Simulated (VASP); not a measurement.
# SiC (P6_3mc) in VASP: a series of runs

The runs below take SiC through single point, with PBE.

All numbers are computed with VASP 6.6.1; they aren't measurements. Logs are shortened: lines on timing, memory, paths and dates and some standing lists are left out, and cuts for length are marked.

## Step 1: The cell of the first run

The structure is hexagonal, space group P6_3mc (No. 186). The conventional cell has a = 3.092 Å, b = 3.092 Å, c = 5.074 Å, α = 90.00°, β = 90.00°, γ = 120.00°. Within 2.5 Å of Si (site symmetry 3m) lie 4 C at 1.89 to 1.91 Å. Within 2.5 Å of C (site symmetry 3m) lie 4 Si at 1.89 to 1.91 Å.

## Step 2: Single point, PBE

The input, INCAR:

```
PREC     = Accurate       # precision mode
ENCUT    = 520            # plane-wave cutoff, eV
EDIFF    = 1E-6           # SCF threshold, eV
ISMEAR   = 0              # smearing method
SIGMA    = 0.01           # smearing width, eV
LREAL    = Auto         
LASPH    = True           # aspherical terms in the spheres
NELM     = 60             # most SCF steps
ALGO     = Normal         # electronic algorithm
ISIF     = 2              # what is computed and relaxed
LWAVE    = False          # write WAVECAR
LCHARG   = True           # write CHGCAR
GGA      = PE             # functional
LELF     = True           # ELF
LVHAR    = True         
NBANDS   = 126            # bands
```

The input, KPOINTS:

```
Automatic mesh
0
Gamma
  2 2 2
  0.5 0.5 0.5
```

The input, POSCAR:

```
SiC
1.0
    3.0919365161      5.3553911397      5.0742922929
   -6.1838730322      0.0000000000      5.0742922929
    3.0919365161     -5.3553911397      5.0742922929
Si C
24 24
Direct
    0.3331939024      0.6665272357      0.4998605691
    0.6665272357      0.9998605691      0.8331939024
    0.4998605691      0.8331939024      0.1665272357
    0.4998605691      0.3331939024      0.6665272357
    0.3331939024      0.1665272357      0.9998605691
    0.6665272357      0.4998605691      0.3331939024
    0.9998605691      0.8331939024      0.6665272357
    0.8331939024      0.6665272357      0.9998605691
    0.1665272357      0.9998605691      0.3331939024
    0.8331939024      0.1665272357      0.4998605691
    0.1665272357      0.4998605691      0.8331939024
    0.9998605691      0.3331939024      0.1665272357
    0.4998605691      0.6665272357      0.8331939024
    0.8331939024      0.9998605691      0.1665272357
    0.6665272357      0.8331939024      0.4998605691
    0.6665272357      0.3331939024      0.9998605691
    0.4998605691      0.1665272357      0.3331939024
    0.8331939024      0.4998605691      0.6665272357
    0.1665272357      0.8331939024      0.9998605691
    0.9998605691      0.6665272357      0.3331939024
    0.3331939024      0.9998605691      0.6665272357
    0.9998605691      0.1665272357      0.8331939024
    0.3331939024      0.4998605691      0.1665272357
    0.1665272357      0.3331939024      0.4998605691
    0.4584727643      0.7918060976      0.6251394309
    0.7918060976      0.1251394309      0.9584727643
    0.6251394309      0.9584727643      0.2918060976
    0.6251394309      0.4584727643      0.7918060976
    0.4584727643      0.2918060976      0.1251394309
    0.7918060976      0.6251394309      0.4584727643
    0.1251394309      0.9584727643      0.7918060976
    0.9584727643      0.7918060976      0.1251394309
    0.2918060976      0.1251394309      0.4584727643
    0.9584727643      0.2918060976      0.6251394309
    0.2918060976      0.6251394309      0.9584727643
    0.1251394309      0.4584727643      0.2918060976
    0.2918060976      0.4584727643      0.6251394309
    0.6251394309      0.7918060976      0.9584727643
    0.4584727643      0.6251394309      0.2918060976
    0.4584727643      0.1251394309      0.7918060976
    0.2918060976      0.9584727643      0.1251394309
    0.6251394309      0.2918060976      0.4584727643
    0.9584727643      0.6251394309      0.7918060976
    0.7918060976      0.4584727643      0.1251394309
    0.1251394309      0.7918060976      0.4584727643
    0.7918060976      0.9584727643      0.6251394309
    0.1251394309      0.2918060976      0.9584727643
    0.9584727643      0.1251394309      0.2918060976
```

Potentials or basis: VASP PAW PBE potentials, release 64 (Si, C).

On the command line:

```
$ cat potpaw_PBE.64/Si/POTCAR potpaw_PBE.64/C/POTCAR > POTCAR
$ mpirun -np 1 vasp_std > vasp.out
```

OUTCAR:

```text
PREC = Accurate
   ENCUT = 520
   EDIFF = 1E-6
   ISMEAR = 0
   LREAL = Auto
   LASPH = True
   NELM = 60
   ISIF = 2
   GGA = PE

 ion  position               nearest neighbor table
   1  0.333  0.667  0.500-  37 1.89  45 1.89  39 1.89  25 1.91   4 3.09   7 3.09  11 3.09   6 3.09
                             9 3.09   3 3.09  13 3.10  20 3.10  24 3.10  15 3.10  21 3.10  23 3.10
   2  0.667  1.000  0.833-  40 1.89  38 1.89  46 1.89  26 1.91   4 3.09  10 3.09   5 3.09   3 3.09
                             8 3.09   7 3.09  16 3.10  14 3.10  21 3.10  15 3.10  13 3.10  22 3.10
   3  0.500  0.833  0.167-  38 1.89  41 1.89  39 1.89  27 1.91   6 3.09   5 3.09   8 3.09   2 3.09
                             1 3.09   9 3.09  23 3.10  17 3.10  14 3.10  13 3.10  19 3.10  15 3.10
   4  0.500  0.333  0.667-  42 1.89  37 1.89  40 1.89  28 1.91   2 3.09   1 3.09  10 3.09   6 3.09
                             5 3.09  11 3.09  21 3.10  13 3.10  18 3.10  17 3.10  16 3.10  24 3.10
   5  0.333  0.167  1.000-  41 1.89  47 1.89  40 1.89  29 1.91   3 3.09   9 3.09  12 3.09   2 3.09
                            11 3.09   4 3.09  17 3.10  22 3.10  19 3.10  16 3.10  23 3.10  21 3.10
   6  0.667  0.500  0.333-  39 1.89  42 1.89  44 1.89  30 1.91   3 3.09   8 3.09   1 3.09   4 3.09
                            10 3.09  12 3.09  15 3.10  18 3.10  23 3.10  16 3.10  17 3.10  20 3.10
   7  1.000  0.833  0.667-  45 1.89  46 1.89  43 1.89  31 1.91  11 3.09  10 3.09   1 3.09   9 3.09
                             8 3.09   2 3.09  18 3.10  22 3.10  21 3.10  20 3.10  19 3.10  15 3.10
   8  0.833  0.667  1.000-  44 1.89  38 1.89  43 1.89  32 1.91  12 3.09   6 3.09   3 3.09  11 3.09
                             2 3.09   7 3.09  13 3.10  20 3.10  16 3.10  19 3.10  14 3.10  18 3.10
   9  0.167  1.000  0.333-  48 1.89  45 1.89  41 1.89  33 1.91  12 3.09   5 3.09  10 3.09   7 3.09
[... 53 lines left out ...]
  47  0.125  0.292  0.958-  12 1.89   5 1.89  11 1.89  22 1.91
  48  0.958  0.125  0.292-   9 1.89  12 1.89  10 1.89  14 1.91

  LATTYP: Found a trigonal (rhomboedric) cell.
 ALAT       =     7.9992954660
 COS(alpha) =     0.1035854227

  Lattice vectors:

 A1 = (   3.0919365161,   5.3553911397,   5.0742922929)
 A2 = (  -6.1838730322,   0.0000000000,   5.0742922929)
 A3 = (   3.0919365161,  -5.3553911397,   5.0742922929)

Analysis of symmetry for initial positions (statically):
=====================================================================
 Subroutine PRICEL returns following result:

  LATTYP: Found a hexagonal cell.
 ALAT       =     3.0919365167
 C/A-ratio  =     1.6411372826

  Lattice vectors:

 A1 = (   3.0919365167,   0.0000000000,   0.0000000000)
 A2 = (  -1.5459682574,   2.6776955699,   0.0000000000)
 A3 = (   0.0000000012,   0.0000000000,   5.0742922929)

  12 primitive cells build up your supercell.

 Routine SETGRP: Setting up the symmetry group for a
 trigonal (rhombohedral) supercell.

 Subroutine GETGRP returns: Found  6 space group operations
 (whereof  3 operations were pure point group operations)
 out of a pool of 12 trial point group operations.

The static configuration has the point symmetry C_3 .
 The point group associated with its full space group is C_3v.

Analysis of symmetry for dynamics (positions and initial velocities):
=====================================================================
 Subroutine PRICEL returns following result:

  LATTYP: Found a hexagonal cell.
 ALAT       =     3.0919365167
 C/A-ratio  =     1.6411372826

  Lattice vectors:

 A1 = (   3.0919365167,   0.0000000000,   0.0000000000)
 A2 = (  -1.5459682574,   2.6776955699,   0.0000000000)
 A3 = (   0.0000000012,   0.0000000000,   5.0742922929)

  12 primitive cells build up your supercell.

 Routine SETGRP: Setting up the symmetry group for a
 trigonal (rhombohedral) supercell.

 Subroutine GETGRP returns: Found  6 space group operations
 (whereof  3 operations were pure point group operations)
 out of a pool of 12 trial point group operations.

The dynamic configuration has the point symmetry C_3 .
 The point group associated with its full space group is C_3v.

 Subroutine INISYM returns: Found  6 space group operations
 (whereof  3 operations are pure point group operations),
 and found    12 'primitive' translations
[... 35 lines left out ...]

 Generating k-lattice:

  Cartesian coordinates                     Fractional coordinates (reciprocal lattice)
     0.026951825  0.046681931  0.032845303     0.500000000  0.000000000  0.000000000
    -0.053903651  0.000000000  0.032845303     0.000000000  0.500000000  0.000000000
     0.026951825 -0.046681931  0.032845303     0.000000000  0.000000000  0.500000000

  Length of vectors
     0.063122242  0.063122242  0.063122242

  Shift w.r.t. Gamma in fractional coordinates (k-lattice)
     0.500000000  0.500000000  0.500000000

 Subroutine IBZKPT returns following result:
 ===========================================

 Found      2 irreducible k-points:

 Following reciprocal coordinates:
            Coordinates               Weight
  0.250000  0.250000  0.250000      2.000000
 -0.250000  0.250000  0.250000      6.000000
   k-points           NKPTS =      2   k-points in BZ     NKDIM =      2   number of bands    NBANDS=    126
   number of dos      NEDOS =    301   number of ions     NIONS =     48
   total plane-waves  NPLWV = 216000
   dimension x,y,z NGX =    60 NGY =   60 NGZ =   60
   dimension x,y,z NGXF=   120 NGYF=  120 NGZF=  120
   ions per type =              24  24
   NGX,Y,Z   is equivalent  to a cutoff of  12.47, 12.47, 12.47 a.u.
   NGXF,Y,Z  is equivalent  to a cutoff of  24.94, 24.94, 24.94 a.u.
 SYSTEM =  unknown system
   PREC   = accura    normal or accurate (medium, high low for compatibility)
   ISTART =      0    job   : 0-new  1-cont  2-samecut
   ICHARG =      2    charge: 1-file 2-atom 10-const
   ISPIN  =      1    spin polarized calculation?
   LNONCOLLINEAR =      F non collinear calculations
   LSORBIT =      F    spin-orbit coupling
   LASPH  =      T    aspherical Exc in radial PAW
   ENCUT  =  520.0 eV  38.22 Ry    6.18 a.u.  14.87 14.87 14.87*2*pi/ulx,y,z
   NELM   =     60;   NELMIN=  2; NELMDL= -5     # of ELM steps
   EDIFF  = 0.1E-05   stopping-criterion for ELM
   LREAL  =      T    real-space projection
   EDIFFG = 0.1E-04   stopping-criterion for IOM
   NSW    =      0    number of steps for IOM
   IBRION =     -1    ionic relax: 0-MD 1-quasi-New 2-CG
   NFREE  =      0    steps in history (QN), initial steepest desc. (CG)
   ISIF   =      2    stress and relaxation
   ISYM   =      2    0-nonsym 1-usesym 2-fastsym
   POTIM  = 0.5000    time-step for ionic-motion
   TEBEG  =    0.0;   TEEND  =   0.0 temperature during run
   PSTRESS=    0.0 pullay stress
   NELECT =     192.0000    total number of electrons
   NUPDOWN=      -1.0000    fix difference up-down
   EMIN   =  10.00;   EMAX   =-10.00  energy-range for DOS
   EFERMI =   0.00;   METHOD = LEGACY
   ISMEAR =     0;   SIGMA  =   0.01  broadening in eV -4-tet -1-fermi 0-gaus
   EFERMI_NEDOS =   21; number of points for ismear=-14 and -15
   IALGO  =     38    algorithm
   IMIX   =      4    mixing-type and parameters
     AMIX     =   0.40;   BMIX     =  1.00
     AMIX_MAG =   1.60;   BMIX_MAG =  1.00
  volume/ion in A,a.u.               =      10.50        70.88
  Fermi-wavevector in a.u.,A,eV,Ry     =   1.186658  2.242459 19.159157  1.408158
  Thomas-Fermi vector in A             =   2.322826
   LORBIT       =      0    0 simple, 1 ext, 2 COOP (PROOUT), +10 PAW based schemes
   GGA     = PE    functional components
   LHFCALC =     F    Hartree Fock is set to
   AEXX    =    0.0000 exact exchange contribution
   IVDW    =     0    specifies the selected vdW correction
   LEPSILON=     F    determine dielectric tensor
   LRPA    =     F    only Hartree local field effects (RPA)
 non-spin polarized calculation
 Gauss-broadening in eV      SIGMA  =   0.01
  energy-cutoff  :      520.00
  volume of cell :      504.14
 maximum number of plane-waves:     13583
   NGX = 29   NGY = 29   NGZ = 29

 number of electron     191.9999977 magnetization

 Free energy of the ion-electron system (eV)
  ---------------------------------------------------
  ext. energy  EPLUGINS =         0.00000000
  ---------------------------------------------------
  free energy    TOTEN  =      -361.33549440 eV

  energy without entropy =     -361.33549440  energy(sigma->0) =     -361.33549440

 E-fermi :   7.9189     XC(G=0): -11.2826

 val. band max:        7.8635756209   @ k =   0.2500   0.2500   0.2500
 cond. band min:      10.5373994157   @ k =   0.2500   0.2500   0.2500
 fundamental gap:      2.6738237948
 Fermi energy:         7.9189457217

 k-point     1 :       0.2500    0.2500    0.2500
  band No.  band energies     occupation
      1      -7.0607      2.00000
      2      -5.9389      2.00000
      3      -5.9389      2.00000
      4      -5.9389      2.00000
      5      -5.1801      2.00000
      6      -5.1801      2.00000
[... 100 lines left out ...]
    107      13.0439      0.00000
    108      13.1641      0.00000

 k-point     2 :      -0.2500    0.2500    0.2500
  band No.  band energies     occupation
      1      -6.9726      2.00000
      2      -6.1865      2.00000
      3      -6.0183      2.00000
      4      -6.0183      2.00000
      5      -5.4344      2.00000
      6      -4.9876      2.00000
[... 100 lines left out ...]
    107      12.3804      0.00000
    108      12.3804      0.00000
 [bands above 108 left out]

------------------------ aborting loop because EDIFF is reached ----------------------------------------

  FORCE on cell =-STRESS in cart. coord.  units (eV):
  Direction    XX          YY          ZZ          XY          YZ          ZX
  --------------------------------------------------------------------------------------
  -------------------------------------------------------------------------------------
  Total       -0.1292527     -0.1292527      0.0660496      0.0000000      0.0000000     -0.0000000
  in kB       -0.4107728     -0.4107728      0.2099097      0.0000000      0.0000000     -0.0000000
  external PRESSURE =      -0.2038786 kB  Pullay stress =       0.0000000 kB

 VOLUME and BASIS-vectors are now :
 -----------------------------------------------------------------------------
  energy-cutoff  :      520.00
  volume of cell :      504.14
      direct lattice vectors                 reciprocal lattice vectors
     3.091936516  5.355391140  5.074292293     0.053903651  0.093363862  0.065690606
    -6.183873032  0.000000000  5.074292293    -0.107807302  0.000000000  0.065690606
     3.091936516 -5.355391140  5.074292293     0.053903651 -0.093363862  0.065690606

 POSITION                                       TOTAL-FORCE (eV/Angst)
 -----------------------------------------------------------------------------------
     -1.54597     -0.89257      7.60932         0.000000      0.000000      0.001702
     -1.54597     -0.89257     12.68361         0.000000      0.000000      0.001702
     -3.09194      1.78513      7.60932         0.000000      0.000000      0.001702
      1.54597     -0.89257      7.60932         0.000000      0.000000      0.001702
      3.09194     -3.57026      7.60932         0.000000      0.000000      0.001702
     -0.00000      1.78513      7.60932         0.000000      0.000000      0.001702
[... 40 lines left out ...]
      1.54597     -4.46283      6.97927         0.000000      0.000000     -0.001702
      3.09194      3.57026      6.97927         0.000000      0.000000     -0.001702
 -----------------------------------------------------------------------------------
    total drift:                               -0.000001      0.000001     -0.242119

  FREE ENERGIE OF THE ION-ELECTRON SYSTEM (eV)
  ---------------------------------------------------
  free  energy   TOTEN  =      -361.3354943970 eV

  energy  without entropy=     -361.3354943970  energy(sigma->0) =     -361.33549440
```

It took 5.2 min on 1 thread of Intel Xeon 8259CL, shared host; peak memory 0.5 GiB.

What came out:

* Free energy: -361.3355 eV
* Pressure: 0.0 GPa
* Band gap on the k mesh: 2.67 eV

Levels at points of the mesh, in eV from the valence-band top:
| k point | band 92 | band 93 | band 94 | band 95 | band 96 | band 97 | band 98 | band 99 | band 100 | band 101 |
| --- | --- | --- | --- | --- | --- | --- | --- | --- | --- | --- |
| (0.25, 0.25, 0.25) | -0.96 | -0.92 | -0.92 | 0.00 | 0.00 | 2.67 | 3.29 | 3.29 | 3.29 | 3.46 |

Caveat: a shifted mesh leaves out Γ, where band edges can lie. A k mesh can miss the band edges.

(Continued in part 2 of 2.)
